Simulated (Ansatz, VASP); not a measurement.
ZnS: VASP beside Ansatz

INCAR

```
PREC     = Accurate       # precision mode
ENCUT    = 520            # plane-wave cutoff, eV
EDIFF    = 1E-6           # SCF threshold, eV
ISMEAR   = 0              # smearing method
SIGMA    = 0.02           # smearing width, eV
LREAL    = F              # projectors in reciprocal space
LASPH    = T              # aspherical terms in the spheres
NELM     = 60             # most SCF steps
ALGO     = Normal         # electronic algorithm
ISIF     = 2              # what is computed and relaxed
LWAVE    = F              # write WAVECAR
LCHARG   = F              # write CHGCAR
GGA      = PE             # functional
NBANDS   = 26             # bands
```

File KPOINTS:

```
regular mesh
0
Gamma
  12 12 4
```

The input POSCAR:

```
ZnS
1.0
    3.8440669355      0.0000000000      0.0000000000
   -1.9220334677      3.3290596200      0.0000000000
    0.0000000000      0.0000000000      6.3676894919
Zn S
2 2
Direct
    0.3333333333      0.6666666667      0.0010286189
    0.6666666667      0.3333333333      0.5010286189
    0.3333333333      0.6666666667      0.3739713811
    0.6666666667      0.3333333333      0.8739713811
```

Input for Ansatz:

```yaml
crystal:
  lattice:
    - [3.8440669355, 0.0, 0.0]
    - [-1.9220334677, 3.32905962, 0.0]
    - [0.0, 0.0, 6.3676894919]
  atoms:
    - { symbol: Zn, position: [0.3333333333, 0.6666666667, 0.0010286189] }
    - { symbol: Zn, position: [0.6666666667, 0.3333333333, 0.5010286189] }
    - { symbol: S, position: [0.3333333333, 0.6666666667, 0.3739713811] }
    - { symbol: S, position: [0.6666666667, 0.3333333333, 0.8739713811] }
basis:
  ecutwfc: 420
kpoints:
  mp_grid: { grid: [12, 12, 4] }
  band_path: { path: [VBM, CBM], npoints: 2 }
hamiltonian:
  xc: pbe
scf:
  occupations: { method: gaussian, width: 0.02 }
output:
  forces: true
  stress: true
  eigenvalues: true
checkpoint:
  read: start.run
  write: ck
  compress: false
  write_wavefunctions: false
  write_every: 100000
```

Alike in both runs: task single point; functional PBE; k mesh 12 × 12 × 4; occupations gaussian, width 0.02 eV; no spin polarisation.

|  | VASP | Ansatz |
| --- | --- | --- |
| version | VASP 6.6.1 | Ansatz 0.2.0 |
| potentials or method | VASP PAW PBE potentials, release 64 (Zn, S), cutoff 520 eV | scalar-relativistic, plane waves, PAW |
| valence electrons in the cell | 36 | 36 |

|  | VASP | Ansatz | Ansatz less VASP |
| --- | --- | --- | --- |
| gap on the k mesh at the Fermi level (eV) | 2.01 | 2.01 | -0.003 |
| least direct gap on the mesh (eV) | 2.01 | 2.01 | -0.003 |
| pressure (GPa) | -0.5 | -0.6 | -0.14 |
| traceless stress, the component that is largest in VASP (GPa) | -0.65 | -0.65 | -0.002 |

The functional is the same, so the differences come from potentials, cutoffs and numerics.
